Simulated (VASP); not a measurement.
The system is BaO.

```xyz
2
Lattice="0.0000 2.7719 2.7719 2.7719 0.0000 2.7719 2.7719 2.7719 0.0000" Properties=species:S:1:pos:R:3 pbc="T T T"
Ba    0.0000    0.0000    0.0000
O     2.7719    2.7719    2.7719
```

Base run:

| Quantity | Value |
| --- | --- |
| Program | VASP 6.6.1 |
| Functional | PBE |
| Potentials or basis | VASP PAW PBE potentials, release 64 (Ba_sv, O) |
| Cutoff | 600 eV |
| k mesh | 8 × 8 × 8 |
| Occupations | gaussian, width 0.01 eV |
| Spin | no spin polarisation |

Its results: band gap on the k mesh 1.98 eV, direct; pressure 2.8 GPa.

Question: The run is repeated on the same cell with these changes: functional from PBE to r2SCAN; cutoff from 600 eV to 660 eV. What comes out?

Answer: Band gap on the k mesh 2.32 eV, direct; pressure 1.6 GPa.

r2SCAN gives the wider gap, since meta-GGAs in the generalised Kohn-Sham scheme recover part of the derivative discontinuity.

Caveats: spin-orbit coupling is left out, which moves the levels of the heavy elements; the PAW data sets were made with another functional, which shifts forces and pressure a little (some runs).

A k mesh can miss the band edges.
